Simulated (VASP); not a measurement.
# InGa2N3: single point with PBE

Crystal: InGa2N3.

```xyz
6
Lattice="4.9060 0.0000 0.0000 -2.4530 4.2487 0.0000 0.0000 0.0000 5.1363" Properties=species:S:1:pos:R:3 pbc="T T T"
In    0.0000    0.0000    0.0000
Ga    0.0000    2.8325    2.5681
Ga    2.4530    1.4162    2.5681
N     2.4530    0.0000    2.5681
N    -1.2265    2.1244    2.5681
N     1.2265    2.1244    2.5681
```

The cell was built from a structure type or drawn by symmetry, and may not be a known phase.

```
Program                : VASP 6.6.1
Task                   : single point
Functional             : PBE
Potentials or basis    : VASP PAW PBE potentials, release 64 (In_d, Ga_d, N)
Cutoff                 : 520 eV
k mesh                 : 6 × 6 × 4
Occupations            : gaussian, width 0.1 eV
Spin                   : no spin polarisation
Dipole correction      : no
Further INCAR settings : ALGO = Normal; EDIFF = 1e-06; NBANDS = 36
```

The pressure is 110.2 GPa and the band gap on the k mesh is zero (bands 27 and 28 overlap by 1.79 eV).

Stress tensor (GPa, compression positive):
```
166.96   0.00   0.00
  0.00 166.96   0.00
  0.00   0.00  -3.40
```

Levels at points of the mesh, in eV from the Fermi level:
```csv
k point,band 23,band 24,band 25,band 26,band 27,band 28,band 29,band 30,band 31,band 32
"(0.00, 0.00, 0.00)",-5.13,-1.26,-1.26,-0.43,0.93,0.93,3.02,3.02,3.07,4.03
"(0.50, 0.00, 0.00)",-4.34,-3.47,-1.74,-1.30,-1.23,-0.19,0.47,2.11,2.44,4.68
"(0.00, 0.00, 0.50)",-3.39,-1.35,-1.35,-0.43,0.96,1.07,1.07,2.35,2.35,3.44
"(0.50, 0.00, 0.50)",-4.34,-2.82,-1.90,-1.65,-1.58,0.47,1.18,2.36,2.50,4.65
```

It took 38 s on 1 thread of Intel(R) Xeon(R) 6975P-C (Granite Rapids) (shared host), peak memory 0.26 GiB.

Caveat: the cell stands under pressure; spin-orbit coupling is left out, which moves the levels of the heavy elements.
